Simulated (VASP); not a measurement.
Input of a VASP 6.6.1 run:

Contents of INCAR:

```
SYSTEM = Li
ALGO = Fast
EDIFF = 1E-7
ENCUT = 520
GGA = PE
ISIF = 2
ISMEAR = 0
IVDW = 12
LASPH = .True.
LCHARG = .True.
LELF = .True.
LREAL = .False.
LVHAR = .True.
LWAVE = .False.
NBANDS = 10
NELM = 80
PREC = Accurate
SIGMA = 0.15
```

File KPOINTS:

```
k-points
0
Gamma
  16 16 12
  0 0 0
```

The input POSCAR:

```
Li
1.0
    0.0000000000     -2.0886081792     -2.0886081792
    0.0000000000      2.0886081792     -2.0886081792
    4.1772163584      0.0000000000      0.0000000000
Li
2
Direct
    0.7034847916      0.5000000000      0.5000000000
   -0.2034847916      0.0000000000      0.0000000000
```

Potentials or basis: VASP PAW PBE potentials, release 64 (Li_sv).

Launch:

```bash
$ cat potpaw_PBE.64/Li_sv/POTCAR > POTCAR
$ mpirun -np 1 vasp_std > vasp.out
```

(1) What does it give for the largest force?

(2) Predict the dispersion energy per atom.

## Answers

(1) 0.220 eV/Å.

(2) -0.190 eV.

Caveat: the cell differs from its parent crystal (mode 4 frozen in at -0.425 Å and mode 5 at -0.425 Å (largest displacements)).
